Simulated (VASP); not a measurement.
# TiO2 (I4_1/amd) in VASP: electric field gradients with PBE

Aim: the electric field gradients of TiO2 with PBE.

All numbers are computed with VASP 6.6.1; they aren't measurements. Logs are shortened: lines on timing, memory, paths and dates and some standing lists are left out, and cuts for length are marked.

## 1. The cell of the first run

The structure is tetragonal, space group I4_1/amd (No. 141). The conventional cell has a = 3.859 Å, b = 3.859 Å, c = 9.701 Å, α = 90.00°, β = 90.00°, γ = 90.00°. Within 2.6 Å of Ti (site symmetry -4m2) lie 6 O at 1.98 to 2.00 Å. O (site symmetry 2mm) has 3 Ti at 1.98 to 2.00 Å and 2 O at 2.50 Å within 2.6 Å.

## 2. Electric field gradients, PBE (12.04 Å³/atom)

File INCAR:

```
ALGO     = Normal         # electronic algorithm
EDIFF    = 1E-8           # SCF threshold, eV
ENCUT    = 520            # plane-wave cutoff, eV
GGA      = PE             # functional
ISIF     = 2              # what is computed and relaxed
ISMEAR   = -1             # smearing method
LASPH    = T              # aspherical terms in the spheres
LCHARG   = F              # write CHGCAR
LEFG     = T            
LREAL    = F              # projectors in reciprocal space
LWAVE    = F              # write WAVECAR
NBANDS   = 33             # bands
NELM     = 60             # most SCF steps
PREC     = Accurate       # precision mode
SIGMA    = 0.08           # smearing width, eV
```

File KPOINTS:

```
k-points
0
Gamma
  13 13 13
```

File POSCAR:

```
TiO2
1.0
   -1.9296172664      1.9296172664      4.8502981963
    1.9296172664     -1.9296172664      4.8502981963
    1.9296172664      1.9296172664     -4.8502981963
Ti O
2 4
Direct
    0.0000000000      0.0000000000      0.0000000000
    0.7500000000      0.2500000000      0.5000000000
    0.2066000000      0.2066000000      0.0000000000
    0.9566000000      0.4566000000      0.5000000000
    0.5434000000      0.0434000000      0.5000000000
    0.7934000000      0.7934000000      0.0000000000
```

Potentials or basis: VASP PAW PBE potentials, release 64 (Ti_sv, O).

Run with:

```
$ cat potpaw_PBE.64/Ti_sv/POTCAR potpaw_PBE.64/O/POTCAR > POTCAR
$ mpirun -np 1 vasp_std > vasp.out
```

OUTCAR:

```text
EDIFF = 1E-8
   ENCUT = 520
   GGA = PE
   ISIF = 2
   ISMEAR = -1
   LASPH = T
   LREAL = F
   NELM = 60
   PREC = Accurate

 ion  position               nearest neighbor table
   1  0.000  0.000  0.000-   5 1.98   4 1.98   5 1.98   4 1.98   3 2.00   6 2.00
   2  0.750  0.250  0.500-   6 1.98   3 1.98   6 1.98   3 1.98   4 2.00   5 2.00
   3  0.207  0.207  0.000-   2 1.98   2 1.98   1 2.00
   4  0.957  0.457  0.500-   1 1.98   1 1.98   2 2.00
   5  0.543  0.043  0.500-   1 1.98   1 1.98   2 2.00
   6  0.793  0.793  0.000-   2 1.98   2 1.98   1 2.00

  LATTYP: Found a body centered tetragonal cell.
 ALAT       =     3.8592345328
 C/A-ratio  =     2.5136063409

  Lattice vectors:

 A1 = (  -1.9296172664,   1.9296172664,   4.8502981963)
 A2 = (   1.9296172664,  -1.9296172664,   4.8502981963)
 A3 = (   1.9296172664,   1.9296172664,  -4.8502981963)

Analysis of symmetry for initial positions (statically):
=====================================================================
 Subroutine PRICEL returns:
 Original cell was already a primitive cell.

 Routine SETGRP: Setting up the symmetry group for a
 body centered tetragonal supercell.

 Subroutine GETGRP returns: Found 16 space group operations
 (whereof  8 operations were pure point group operations)
 out of a pool of 16 trial point group operations.

The static configuration has the point symmetry D_2d.
 The point group associated with its full space group is D_4h.

Analysis of symmetry for dynamics (positions and initial velocities):
=====================================================================
 Subroutine PRICEL returns:
 Original cell was already a primitive cell.

 Routine SETGRP: Setting up the symmetry group for a
 body centered tetragonal supercell.

 Subroutine GETGRP returns: Found 16 space group operations
 (whereof  8 operations were pure point group operations)
 out of a pool of 16 trial point group operations.

The dynamic configuration has the point symmetry D_2d.
 The point group associated with its full space group is D_4h.

 Subroutine INISYM returns: Found 16 space group operations
 (whereof  8 operations are pure point group operations),
 and found     1 'primitive' translations

----------------------------------------------------------------------------------------

                                     Primitive cell

  volume of cell :      72.2388

  direct lattice vectors                    reciprocal lattice vectors
    -1.929617266  1.929617266  4.850298196     0.000000000  0.259118743  0.103086445
     1.929617266 -1.929617266  4.850298196     0.259118743  0.000000000  0.103086445
     1.929617266  1.929617266 -4.850298196     0.259118743  0.259118743  0.000000000

  length of vectors
     5.565270720  5.565270720  5.565270720     0.278871544  0.278871544  0.366449240

  position of ions in fractional coordinates (direct lattice)
     0.000000000  0.000000000  0.000000000
     0.750000000  0.250000000  0.500000000
     0.206600000  0.206600000  0.000000000
     0.956600000  0.456600000  0.500000000
     0.543400000  0.043400000  0.500000000
     0.793400000  0.793400000  0.000000000

  ion indices of the primitive-cell ions
   primitive index   ion index
                 1           1
                 2           2
                 3           3
                 4           4
                 5           5
                 6           6

----------------------------------------------------------------------------------------

 KPOINTS: k-points

Automatic generation of k-mesh.
 Grid dimensions read from file:
 generate k-points for:   13   13   13

 Generating k-lattice:

  Cartesian coordinates                     Fractional coordinates (reciprocal lattice)
     0.000000000  0.019932211  0.007929727     0.076923077  0.000000000 -0.000000000
     0.019932211  0.000000000  0.007929727     0.000000000  0.076923077 -0.000000000
[... 50 lines left out ...]
   ISTART =      0    job   : 0-new  1-cont  2-samecut
   ICHARG =      2    charge: 1-file 2-atom 10-const
   ISPIN  =      1    spin polarized calculation?
   LNONCOLLINEAR =      F non collinear calculations
   LSORBIT =      F    spin-orbit coupling
   LASPH  =      T    aspherical Exc in radial PAW
   ENCUT  =  520.0 eV  38.22 Ry    6.18 a.u.  10.35 10.35 10.35*2*pi/ulx,y,z
   NELM   =     60;   NELMIN=  2; NELMDL= -5     # of ELM steps
   EDIFF  = 0.1E-07   stopping-criterion for ELM
   LREAL  =      F    real-space projection
   EDIFFG = 0.1E-06   stopping-criterion for IOM
   NSW    =      0    number of steps for IOM
   IBRION =     -1    ionic relax: 0-MD 1-quasi-New 2-CG
   NFREE  =      0    steps in history (QN), initial steepest desc. (CG)
   ISIF   =      2    stress and relaxation
   ISYM   =      2    0-nonsym 1-usesym 2-fastsym
   POTIM  = 0.5000    time-step for ionic-motion
   TEBEG  =    0.0;   TEEND  =   0.0 temperature during run
   PSTRESS=    0.0 pullay stress
   NELECT =      48.0000    total number of electrons
   NUPDOWN=      -1.0000    fix difference up-down
   EMIN   =  10.00;   EMAX   =-10.00  energy-range for DOS
   EFERMI =   0.00;   METHOD = LEGACY
   ISMEAR =    -1;   SIGMA  =   0.08  broadening in eV -4-tet -1-fermi 0-gaus
   EFERMI_NEDOS =   21; number of points for ismear=-14 and -15
   IALGO  =     38    algorithm
   IMIX   =      4    mixing-type and parameters
     AMIX     =   0.40;   BMIX     =  1.00
     AMIX_MAG =   1.60;   BMIX_MAG =  1.00
  volume/ion in A,a.u.               =      12.04        81.25
  Fermi-wavevector in a.u.,A,eV,Ry     =   1.428559  2.699586 27.766526  2.040782
  Thomas-Fermi vector in A             =   2.548608
   LORBIT       =      0    0 simple, 1 ext, 2 COOP (PROOUT), +10 PAW based schemes
   GGA     = PE    functional components
   LHFCALC =     F    Hartree Fock is set to
   AEXX    =    0.0000 exact exchange contribution
   IVDW    =     0    specifies the selected vdW correction
   LEPSILON=     F    determine dielectric tensor
   LRPA    =     F    only Hartree local field effects (RPA)
 non-spin polarized calculation
  energy-cutoff  :      520.00
  volume of cell :       72.24
 maximum number of plane-waves:      1963
 NGX is ok and might be reduce to    42
   NGX = 21   NGY = 21   NGZ = 21

 number of electron      48.0000006 magnetization

 Free energy of the ion-electron system (eV)
  ---------------------------------------------------
  ext. energy  EPLUGINS =         0.00000000
  ---------------------------------------------------
  free energy    TOTEN  =       -53.82736990 eV

  energy without entropy =      -53.82736958  energy(sigma->0) =      -53.82736974

 E-fermi :   3.9609     XC(G=0): -10.4324

 val. band max:        2.8468342766   @ k =  -0.4615   0.4615   0.0000
 cond. band min:       4.8690014685   @ k =   0.0000   0.0000   0.0000
 fundamental gap:      2.0221671919
 Fermi energy:         3.9609120638

 k-point     1 :       0.0000    0.0000    0.0000
  band No.  band energies     occupation
      1     -53.7276      2.00000
      2     -53.6813      2.00000
      3     -30.1202      2.00000
      4     -29.9223      2.00000
      5     -29.9223      2.00000
      6     -29.8643      2.00000
[... 853 lines left out ...]
     32       8.9886      0.00000
     33       9.0545      0.00000

 [... further k-points ...]
[... 5 lines left out ...]
  --------------------------------------------------------------------------------------
  -------------------------------------------------------------------------------------
  Total       -2.7999799     -2.7999799     -1.6420272      0.0000000      0.0000000      0.0000000
  in kB      -62.1004452    -62.1004452    -36.4183402      0.0000000      0.0000000      0.0000000
  external PRESSURE =     -53.5397436 kB  Pullay stress =       0.0000000 kB

 VOLUME and BASIS-vectors are now :
 -----------------------------------------------------------------------------
  energy-cutoff  :      520.00
  volume of cell :       72.24
      direct lattice vectors                 reciprocal lattice vectors
    -1.929617266  1.929617266  4.850298196     0.000000000  0.259118743  0.103086445
     1.929617266 -1.929617266  4.850298196     0.259118743  0.000000000  0.103086445
     1.929617266  1.929617266 -4.850298196     0.259118743  0.259118743  0.000000000

 POSITION                                       TOTAL-FORCE (eV/Angst)
 -----------------------------------------------------------------------------------
      0.00000      0.00000      0.00000        -0.000000     -0.000000     -0.000000
      0.00000      1.92962      2.42515        -0.000000     -0.000000     -0.000000
      0.00000      0.00000      2.00414         0.000000      0.000000     -0.005891
      0.00000      1.92962      4.42929         0.000000      0.000000     -0.005891
      0.00000      1.92962      0.42101        -0.000000     -0.000000      0.005891
      0.00000      0.00000      7.69645         0.000000      0.000000      0.005891
 -----------------------------------------------------------------------------------
    total drift:                                0.000000     -0.000000     -0.000000

  FREE ENERGIE OF THE ION-ELECTRON SYSTEM (eV)
  ---------------------------------------------------
  free  energy   TOTEN  =       -53.8273698960 eV

  energy  without entropy=      -53.8273695778  energy(sigma->0) =      -53.82736974

 Electric field gradients (V/A^2)
---------------------------------------------------------------------
 ion       V_xx      V_yy      V_zz      V_xy      V_xz      V_yz
---------------------------------------------------------------------
   1       1.111     1.111    -2.222     0.001     0.001     0.001
   2       1.111     1.111    -2.222     0.001     0.001     0.001
   3     -12.800    20.660    -7.860    -0.002    -0.002    -0.002
   4      20.660   -12.800    -7.860    -0.002    -0.002    -0.002
   5     -12.800    20.660    -7.860    -0.002    -0.002    -0.002
   6      20.660   -12.800    -7.860    -0.002    -0.002    -0.002
---------------------------------------------------------------------

 Electric field gradients after diagonalization (V/A^2)
 (convention: |V_zz| > |V_xx| > |V_yy|)
----------------------------------------------------------------------
 ion       V_xx      V_yy      V_zz     asymmetry (V_yy - V_xx)/ V_zz
----------------------------------------------------------------------
   1       1.112     1.110    -2.222       0.001
   2       1.112     1.110    -2.222       0.001
   3     -12.800    -7.860    20.660       0.239
   4     -12.800    -7.860    20.660       0.239
   5     -12.800    -7.860    20.660       0.239
   6     -12.800    -7.860    20.660       0.239
----------------------------------------------------------------------

           NMR quadrupolar parameters

 Cq : quadrupolar parameter    Cq=e*Q*V_zz/h
 eta: asymmetry parameters     (V_yy - V_xx)/ V_zz
 Q  : nuclear electric quadrupole moment in mb (millibarn)
----------------------------------------------------------------------
 ion       Cq(MHz)       eta       Q (mb)
----------------------------------------------------------------------
   1      -0.005       0.001       1.000
   2      -0.005       0.001       1.000
   3       0.050       0.239       1.000
   4       0.050       0.239       1.000
   5       0.050       0.239       1.000
   6       0.050       0.239       1.000
----------------------------------------------------------------------
```

It took 11 min on 1 thread of Intel Xeon Platinum 8488C (Sapphire Rapids), shared host; peak memory 0.51 GiB.

Results:

* Free energy: -53.8274 eV
* Pressure: -5.4 GPa
* Largest force: 0.006 eV/Å
* Band gap on the k mesh: 2.02 eV (least direct gap 2.31 eV)
* Largest electric field gradient by atom: Ti -2.2; O +20.7 V/Å²

Forces on the atoms (eV/Å):
```
Ti   0.000  0.000  0.000
Ti   0.000  0.000  0.000
O    0.000  0.000 -0.006
O    0.000  0.000 -0.006
O    0.000  0.000  0.006
O    0.000  0.000  0.006
```

Electric field gradients, principal values (V/Å²):
| atom | least | middle | greatest (by size) |
| --- | --- | --- | --- |
| 1 Ti | 1.110 | 1.112 | -2.222 |
| 2 Ti | 1.110 | 1.112 | -2.222 |
| 3 O | -7.860 | -12.800 | 20.660 |
| 4 O | -7.860 | -12.800 | 20.660 |
| 5 O | -7.860 | -12.800 | 20.660 |
| 6 O | -7.860 | -12.800 | 20.660 |

Caveat: the cell stands under tension; without QUAD_EFG the Cq values of the log hold for a quadrupole moment of 1 mb, not for the nuclei.
